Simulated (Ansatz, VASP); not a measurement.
One calculation of SnO2, two programs

```xyz
3
Lattice="3.4720 0.0000 0.0000 0.0000 3.4720 0.0000 0.0000 0.0000 4.8959" Properties=species:S:1:pos:R:3 pbc="T T T"
Sn    0.0000    0.0000    1.2510
O     1.7360    1.7360    2.0103
O     1.7360    1.7360    0.4919
```

Alike in both runs: functional PBE; k mesh 6 × 6 × 4; occupations gaussian, width 0.1 eV; no spin polarisation.

Ansatz relaxed the structure, and its values are those at the end. VASP's run is a single point on that final structure, the one shown.

|  | VASP | Ansatz |
| --- | --- | --- |
| version | VASP 6.6.1 | Ansatz 0.2.0 |
| potentials or method | VASP PAW PBE potentials, release 64 (Sn_d, O), cutoff 520 eV | scalar-relativistic, plane waves, PAW |
| valence electrons in the cell | 26 | 26 |

```tsv
	VASP	Ansatz	Ansatz less VASP
gap on the k mesh at the Fermi level (eV)	0.54	0.55	+0.007
least direct gap on the mesh (eV)	1.24	1.24	+0.006
pressure (GPa)	0.3	0.1	-0.21
rms of the force components (eV/Å)	0.097	0.013	-0.0843
```

The functional is the same, so the differences come from potentials, cutoffs and numerics.
